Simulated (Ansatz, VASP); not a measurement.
La in VASP and in Ansatz

```
La
1.0
     0.00000    3.50769    3.50769
     3.50769    0.00000    3.50769
     3.50769    3.50769    0.00000
La
2
Direct
  0.12500 0.12500 0.12500
  0.87500 0.87500 0.87500
```

Alike in both runs: task single point; functional RPBE; k mesh 9 × 9 × 9; occupations fermi-dirac, width 0.1 eV; no spin polarisation.

```csv
,VASP,Ansatz
version,VASP 6.6.1,Ansatz 0.2.0
potentials or method,"VASP PAW PBE potentials, release 64 (La), cutoff 520 eV","plane waves (420 eV) with PAW, scalar-relativistic"
valence electrons in the cell,22,22
```

|  | VASP | Ansatz | Ansatz less VASP |
| --- | --- | --- | --- |
| pressure (GPa) | -2.7 | -2.7 | -0.03 |

VASP's potentials were made for PBE, not for RPBE. With one functional, cell and mesh, what is left measures potentials, basis and numerics.

Spin-orbit coupling is off throughout.
